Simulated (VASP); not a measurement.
# SrO: single point with PBE

The system is SrO.

```
Sr O
1.0
     0.00000    2.57834    2.57834
     2.57834    0.00000    2.57834
     2.57834    2.57834    0.00000
Sr O
1 1
Direct
  0.50000 0.50000 0.50000
  0.00000 0.00000 0.00000
```

```json
{
 "Program": "VASP 6.6.1",
 "Task": "single point",
 "Functional": "PBE",
 "Potentials or basis": "VASP PAW PBE potentials, release 64 (Sr_sv, O)",
 "Cutoff": "520 eV",
 "k mesh": "12 × 12 × 12",
 "Occupations": "gaussian, width 0.05 eV",
 "Spin": "no spin polarisation",
 "Dipole correction": "no",
 "Further INCAR settings": "ALGO = Normal; EDIFF = 1e-06; NBANDS = 15"
}
```

```json
{
 "Pressure": "2.5 GPa",
 "Band gap on the k mesh": "3.27 eV, indirect (least direct gap 3.36 eV)"
}
```

Levels at points of the mesh, in eV from the valence-band top:
```tsv
k point	band 4	band 5	band 6	band 7	band 8	band 9	band 10	band 11	band 12	band 13
(0.00, 0.00, 0.00)	-14.07	-14.07	0.00	0.00	0.00	3.92	6.19	6.19	6.19	8.34
(0.50, 0.00, 0.00)	-14.15	-12.88	-2.15	-1.12	-1.12	6.52	8.39	8.80	8.80	11.83
(0.50, 0.50, 0.00)	-14.42	-14.42	-0.45	-0.09	-0.09	3.27	7.74	10.12	10.31	11.02
```

Run time: 87 s on 1 thread of AMD EPYC 7R13, with other jobs on the host, peak memory 0.15 GiB.

A k mesh can miss the band edges.
